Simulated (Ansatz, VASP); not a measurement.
## HfO2: VASP beside Ansatz

The input POSCAR:

```
HfO2
1.0
    3.5580193300      0.0000000000      0.0000000000
    0.0000000000      3.5580193300      0.0000000000
    0.0000000000      0.0000000000      5.1718612100
Hf O
2 4
Direct
    0.5000000000      0.5000000000      0.5000000000
    0.0000000000      0.0000000000      0.0000000000
    0.0000000000      0.5000000000      0.6972078800
    0.5000000000      0.0000000000      0.8027921200
    0.5000000000      0.0000000000      0.3027921200
    0.0000000000      0.5000000000      0.1972078800
```

INCAR.step1

```
ALGO = Normal
EDIFF = 1E-4
ENCUT = 520
GGA = PE
ISMEAR = 0
LASPH = T
LCHARG = F
LREAL = F
LWAVE = T
NBANDS = 31
NELM = 100
PREC = Accurate
SIGMA = 0.05
```

File INCAR.step2:

```
ALGO = Normal
EDIFF = 1E-7
ENCUT = 520
ISIF = 2
ISMEAR = 0
ISTART = 1
LASPH = T
LCHARG = F
LMIXTAU = T
LREAL = F
LWAVE = F
METAGGA = R2SCAN
NBANDS = 31
NELM = 100
PREC = Accurate
SIGMA = 0.05
```

KPOINTS

```
k-points
0
Gamma
  6 6 6
```

Input for Ansatz:

```yaml
crystal:
  lattice:
    - [3.55801933, 0.0, 0.0]
    - [0.0, 3.55801933, 0.0]
    - [0.0, 0.0, 5.17186121]
  atoms:
    - { symbol: Hf, position: [0.5, 0.5, 0.5] }
    - { symbol: Hf, position: [0.0, 0.0, 0.0] }
    - { symbol: O, position: [0.0, 0.5, 0.69720788] }
    - { symbol: O, position: [0.5, 0.0, 0.80279212] }
    - { symbol: O, position: [0.5, 0.0, 0.30279212] }
    - { symbol: O, position: [0.0, 0.5, 0.19720788] }
basis:
  ecutwfc: 500
kpoints:
  mp_grid: { grid: [6, 6, 6] }
hamiltonian:
  xc: r2scan
scf:
  occupations: { method: gaussian, width: 0.05 }
output:
  forces: true
  stress: true
  eigenvalues: true
  write_density: true
  write_potential: true
  elf: true
  volumetric_format: npy
```

Alike in both runs: task single point; functional r2SCAN; k mesh 6 × 6 × 6; occupations gaussian, width 0.05 eV; no spin polarisation.

```csv
,VASP,Ansatz
version,VASP 6.6.1,Ansatz 0.2.0
potentials or method,"VASP PAW PBE potentials, release 64 (Hf_pv, O), cutoff 520 eV","scalar-relativistic, plane waves, PAW"
valence electrons in the cell,44,76
```

|  | VASP | Ansatz | Ansatz less VASP |
| --- | --- | --- | --- |
| gap on the k mesh at the Fermi level (eV) | 5.29 | 5.31 | +0.020 |
| least direct gap on the mesh (eV) | 5.37 | 5.39 | +0.012 |
| pressure (GPa) | 0.4 | 4.1 | +3.68 |
| traceless stress, the component that is largest in VASP (GPa) | -0.26 | -0.40 | -0.149 |
| rms of the force components (eV/Å) | 0.001 | 0.030 | +0.0285 |

VASP's potentials were made for PBE, not for r2SCAN. Atom by atom the forces differ by 0.031 eV/Å (rms over components). The functional is the same, so the differences come from potentials, cutoffs and numerics. VASP's potentials hold 44 valence electrons a cell and Ansatz's 76, so a difference there can come from the potentials and not from the codes.

Neither program's run includes spin-orbit coupling.
